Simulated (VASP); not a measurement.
# Ag (Fm-3m) in VASP: notebook

The runs below take Ag through single point, with LDA, PBE.

All numbers are computed with VASP 6.6.1; they aren't measurements. Logs are shortened: lines on timing, memory, paths and dates and some standing lists are left out, and cuts for length are marked.

### Step 1. The cell of the first run

It takes space group Fm-3m (No. 225, cubic). The conventional cell has a = 4.166 Å, b = 4.166 Å, c = 4.166 Å, α = 90.00°, β = 90.00°, γ = 90.00°. Within 3.9 Å of Ag (site symmetry m-3m) lie 12 Ag at 2.95 Å.

### Step 2. Single point, LDA, collinear spin, ferromagnetic start (volume scaled by 1.06)

INCAR reads:

```
SYSTEM = Ag
PREC = Accurate ; ENCUT = 520
EDIFF = 1E-6 ; ISMEAR = -1
SIGMA = 0.025 ; LREAL = .FALSE.
LASPH = .TRUE. ; NELM = 150
ALGO = Fast ; ISIF = 2
LWAVE = .FALSE. ; LCHARG = .FALSE.
ISPIN = 2 ; MAGMOM = -0.36
LORBIT = 11 ; LMAXMIX = 4
GGA = CA ; NBANDS = 16
```

KPOINTS reads:

```
Automatic mesh
0
G
  11 11 11
  0 0 0
```

POSCAR reads:

```
Ag
1.0
    0.0000000000      2.0828140930      2.0828140930
    2.0828140930      0.0000000000      2.0828140930
    2.0828140930      2.0828140930      0.0000000000
Ag
1
Direct
    0.0000000000      0.0000000000      0.0000000000
```

Potentials or basis: VASP PAW LDA potentials, release 64 (Ag).

On the command line:

```sh
> cat potpaw_LDA.64/Ag/POTCAR > POTCAR
> mpirun -np 1 vasp_std > vasp.out
```

OUTCAR:

```text
SYSTEM = Ag
   PREC = Accurate
   ENCUT = 520
   EDIFF = 1E-6
   ISMEAR = -1
   LREAL = .FALSE.
   LASPH = .TRUE.
   NELM = 150
   ISIF = 2
   ISPIN = 2
   LORBIT = 11
   GGA = CA

 ion  position               nearest neighbor table
   1  0.000  0.000  0.000-

  LATTYP: Found a face centered cubic cell.
 ALAT       =     4.1656281860

  Lattice vectors:

 A1 = (   0.0000000000,   2.0828140930,   2.0828140930)
 A2 = (   2.0828140930,   0.0000000000,   2.0828140930)
 A3 = (   2.0828140930,   2.0828140930,   0.0000000000)

Analysis of symmetry for initial positions (statically):
=====================================================================
 Subroutine PRICEL returns:
 Original cell was already a primitive cell.

 Routine SETGRP: Setting up the symmetry group for a
 face centered cubic supercell.

 Subroutine GETGRP returns: Found 48 space group operations
 (whereof 48 operations were pure point group operations)
 out of a pool of 48 trial point group operations.

The static configuration has the point symmetry O_h .

Analysis of symmetry for dynamics (positions and initial velocities):
=====================================================================
 Subroutine PRICEL returns:
 Original cell was already a primitive cell.

 Routine SETGRP: Setting up the symmetry group for a
 face centered cubic supercell.

 Subroutine GETGRP returns: Found 48 space group operations
 (whereof 48 operations were pure point group operations)
 out of a pool of 48 trial point group operations.

The dynamic configuration has the point symmetry O_h .

Analysis of structural, dynamic, and magnetic symmetry:
=====================================================================
 Subroutine PRICEL returns:
 Original cell was already a primitive cell.

 Routine SETGRP: Setting up the symmetry group for a
 face centered cubic supercell.

 Subroutine GETGRP returns: Found 48 space group operations
 (whereof 48 operations were pure point group operations)
 out of a pool of 48 trial point group operations.

The overall configuration has the point symmetry O_h .

 Subroutine INISYM returns: Found 48 space group operations
 (whereof 48 operations are pure point group operations),
 and found     1 'primitive' translations

----------------------------------------------------------------------------------------

                                     Primitive cell

  volume of cell :      18.0710

[... 96 lines left out ...]
   PSTRESS=    0.0 pullay stress
   NELECT =      11.0000    total number of electrons
   NUPDOWN=      -1.0000    fix difference up-down
   EMIN   =  10.00;   EMAX   =-10.00  energy-range for DOS
   EFERMI =   0.00;   METHOD = LEGACY
   ISMEAR =    -1;   SIGMA  =   0.03  broadening in eV -4-tet -1-fermi 0-gaus
   EFERMI_NEDOS =   21; number of points for ismear=-14 and -15
   IALGO  =     68    algorithm
   IMIX   =      4    mixing-type and parameters
     AMIX     =   0.40;   BMIX     =  1.00
     AMIX_MAG =   1.60;   BMIX_MAG =  1.00
  volume/ion in A,a.u.               =      18.07       121.95
  Fermi-wavevector in a.u.,A,eV,Ry     =   1.387433  2.621867 26.190795  1.924969
  Thomas-Fermi vector in A             =   2.511654
   LORBIT       =     11    0 simple, 1 ext, 2 COOP (PROOUT), +10 PAW based schemes
   GGA     = CA    functional components
   LHFCALC =     F    Hartree Fock is set to
   AEXX    =    0.0000 exact exchange contribution
   IVDW    =     0    specifies the selected vdW correction
   LEPSILON=     F    determine dielectric tensor
   LRPA    =     F    only Hartree local field effects (RPA)
 spin polarized calculation
 RMM-DIIS sequential band-by-band and
  energy-cutoff  :      520.00
  volume of cell :       18.07
 maximum number of plane-waves:       531
 NGX is ok and might be reduce to    24
   NGX = 11   NGY = 11   NGZ = 11

 number of electron      11.0000000 magnetization      -0.0000130

 number of electron      11.0000000 magnetization       0.0000760

 Free energy of the ion-electron system (eV)
  ---------------------------------------------------
  ext. energy  EPLUGINS =         0.00000000
  ---------------------------------------------------
  free energy    TOTEN  =        -3.69809056 eV

  energy without entropy =       -3.69650020  energy(sigma->0) =       -3.69729538

 E-fermi :   7.6193     XC(G=0): -12.2456

 val. band max:        7.2454234070   @ k =   0.4545   0.2727   0.0000
 cond. band min:       7.6234531260   @ k =  -0.4545   0.0909   0.0000
 fundamental gap:      0.3780297191
 Fermi energy:         7.6193427907

 spin component 1

 k-point     1 :       0.0000    0.0000    0.0000
  band No.  band energies     occupation
      1      -0.0553      1.00000
      2       2.7785      1.00000
      3       2.7785      1.00000
      4       2.7785      1.00000
      5       3.7291      1.00000
      6       3.7291      1.00000
[... 435 lines left out ...]
      5       3.3785      1.00000
      6       4.7893      1.00000
[... 8 lines left out ...]
     15      36.3679      0.00000
     16      39.3760      0.00000

 [... further k-points ...]

 spin component 2

 k-point     1 :       0.0000    0.0000    0.0000
  band No.  band energies     occupation
      1      -0.0552      1.00000
      2       2.7785      1.00000
      3       2.7785      1.00000
      4       2.7785      1.00000
      5       3.7290      1.00000
      6       3.7290      1.00000
[... 435 lines left out ...]
      5       3.3784      1.00000
      6       4.7893      1.00000
[... 8 lines left out ...]
     15      36.3679      0.00000
     16      39.3760      0.00000

 [... further k-points ...]
[... 5 lines left out ...]
  --------------------------------------------------------------------------------------
  -------------------------------------------------------------------------------------
  Total       -1.3508329     -1.3508329     -1.3508329     -0.0000000     -0.0000000     -0.0000000
  in kB     -119.7652139   -119.7652139   -119.7652139     -0.0000000     -0.0000000     -0.0000000
  external PRESSURE =    -119.7652139 kB  Pullay stress =       0.0000000 kB

 VOLUME and BASIS-vectors are now :
 -----------------------------------------------------------------------------
  energy-cutoff  :      520.00
  volume of cell :       18.07
      direct lattice vectors                 reciprocal lattice vectors
     0.000000000  2.082814093  2.082814093    -0.240059831  0.240059831  0.240059831
     2.082814093  0.000000000  2.082814093     0.240059831 -0.240059831  0.240059831
     2.082814093  2.082814093  0.000000000     0.240059831  0.240059831 -0.240059831

 POSITION                                       TOTAL-FORCE (eV/Angst)
 -----------------------------------------------------------------------------------
      0.00000      0.00000      0.00000         0.000000      0.000000      0.000000
 -----------------------------------------------------------------------------------
    total drift:                               -0.000000      0.000000     -0.000000

  FREE ENERGIE OF THE ION-ELECTRON SYSTEM (eV)
  ---------------------------------------------------
  free  energy   TOTEN  =        -3.6980905599 eV

  energy  without entropy=       -3.6965001976  energy(sigma->0) =       -3.69729538

 total charge

# of ion       s       p       d       tot
------------------------------------------
    1        0.406   0.270   9.140   9.816

 magnetization (x)

# of ion       s       p       d       tot
------------------------------------------
    1       -0.000   0.000  -0.000  -0.000
```

OSZICAR:

```text
N       E                     dE             d eps       ncg     rms          rms(c)
DAV:   1     0.565725074696E+02    0.56573E+02   -0.50573E+03  3608   0.613E+02
DAV:   2    -0.285411144929E+01   -0.59427E+02   -0.55007E+02  4664   0.169E+02
DAV:   3    -0.397745869252E+01   -0.11233E+01   -0.11226E+01  4320   0.233E+01
DAV:   4    -0.398093945035E+01   -0.34808E-02   -0.34806E-02  4600   0.136E+00
DAV:   5    -0.398096344581E+01   -0.23995E-04   -0.23996E-04  4320   0.962E-02    0.498E+00
RMM:   6    -0.370899887994E+01    0.27196E+00   -0.30526E-01  3920   0.380E+00    0.306E+00
RMM:   7    -0.370219804894E+01    0.68008E-02   -0.56491E-03  4273   0.622E-01    0.180E+00
RMM:   8    -0.369903663023E+01    0.31614E-02   -0.53331E-04  4491   0.187E-01    0.572E-01
RMM:   9    -0.369811077701E+01    0.92585E-03   -0.76232E-05  4537   0.609E-02    0.715E-02
RMM:  10    -0.369808979266E+01    0.20984E-04   -0.14961E-05  4683   0.210E-02    0.180E-02
RMM:  11    -0.369809474207E+01   -0.49494E-05   -0.40204E-06  4275   0.105E-02    0.131E-02
RMM:  12    -0.369809072929E+01    0.40128E-05   -0.11438E-06  3548   0.590E-03    0.509E-03
RMM:  13    -0.369809055992E+01    0.16937E-06   -0.24377E-07  2935   0.262E-03
   1 F= -.36980906E+01 E0= -.36972954E+01  d E =-.159036E-02  mag=    -0.0000
```

It took 12 s on 1 thread of Intel Xeon 6975P-C (Granite Rapids), shared host; peak memory 0.15 GiB.

What came out:

```
Free energy                                           : -3.6981 eV
Pressure                                              : -12.0 GPa
Net moment                                            : 0.00 μB per cell
Valence electrons inside the program's atomic spheres : Ag 9.82
```

Levels at points of the mesh, in eV from the Fermi level:
Spin up:
```tsv
k point	band 2	band 3	band 4	band 5	band 6	band 7	band 8	band 9	band 10	band 11
(0.00, 0.00, 0.00)	-4.84	-4.84	-4.84	-3.89	-3.89	15.62	18.78	18.78	18.78	23.67
```
Spin down:
| k point | band 4 | band 5 | band 6 | band 7 | band 8 | band 9 |
| --- | --- | --- | --- | --- | --- | --- |
| (0.00, 0.00, 0.00) | -4.84 | -3.89 | -3.89 | 15.62 | 18.78 | 18.78 |

Caveat: the cell differs from its parent crystal (volume scaled by 1.06).

### Step 3. Single point, PBE

This run uses another cell than the first one, of 17.05 Å³/atom, 0.943 times its volume.

INCAR reads:

```
ALGO = Normal
EDIFF = 1E-6
ENCUT = 520
GGA = PE
ISIF = 2
ISMEAR = 0
LASPH = True
LCHARG = False
LREAL = False
LWAVE = False
NBANDS = 12
NELM = 100
PREC = Accurate
SIGMA = 0.015
```

KPOINTS reads:

```
k-points
0
Gamma
  11 11 11
```

POSCAR reads:

```
Ag
1.0
    0.0000000000      2.0427500000      2.0427500000
    2.0427500000      0.0000000000      2.0427500000
    2.0427500000      2.0427500000      0.0000000000
Ag
1
Direct
    0.0000000000      0.0000000000      0.0000000000
```

Potentials or basis: VASP PAW PBE potentials, release 64 (Ag).

On the command line:

```sh
> cat potpaw_PBE.64/Ag/POTCAR > POTCAR
> mpirun -np 1 vasp_std > vasp.out
```

Wall time 15 s (1 thread of Intel Xeon Platinum 8259CL at 2.50GHz (Skylake/Cascade Lake), shared host); peak memory 0.14 GiB.

The run converged. Its results:

```
Free energy : -2.7092 eV
Pressure    : 4.1 GPa
```

Levels at points of the mesh, in eV from the Fermi level:
```csv
k point,band 4,band 5,band 6,band 7,band 8,band 9
"(0.00, 0.00, 0.00)",-5.10,-4.06,-4.06,15.74,19.32,19.32
```
